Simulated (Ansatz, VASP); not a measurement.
# CaMg in VASP and in Ansatz

```
Ca Mg
1.0
     3.68350    0.00000    0.00000
     0.00000    3.68350    0.00000
     0.00000    0.00000    4.23308
Ca Mg
1 1
Direct
  0.00000 0.00000 0.00000
  0.50000 0.50000 0.50000
```

Alike in both runs: task single point; functional LDA; k mesh 14 × 14 × 14; occupations gaussian, width 0.15 eV; no spin polarisation.

|  | VASP | Ansatz |
| --- | --- | --- |
| version | VASP 6.6.1 | Ansatz 0.2.0 |
| potentials or method | VASP PAW LDA potentials, release 64 (Ca_sv, Mg), cutoff 520 eV | scalar-relativistic, plane waves, PAW |
| valence electrons in the cell | 12 | 20 |

VASP gave:

```
gap on the k mesh at the Fermi level (eV)                     : none
pressure (GPa)                                                : -0.1
traceless stress, the component that is largest in VASP (GPa) : -0.72
```

Question: Estimate Ansatz's values.

Answer: gap on the k mesh at the Fermi level (eV): none; pressure (GPa): 0.0; traceless stress, the component that is largest in VASP (GPa): -0.71.

LDA's correlation is that of Perdew and Zunger in VASP and of Perdew and Wang (1992) in Ansatz. A gap of «none» marks a metal or a gap that the smearing closes. VASP's potentials hold 12 valence electrons a cell and Ansatz's 20, so a difference there can come from the potentials and not from the codes.
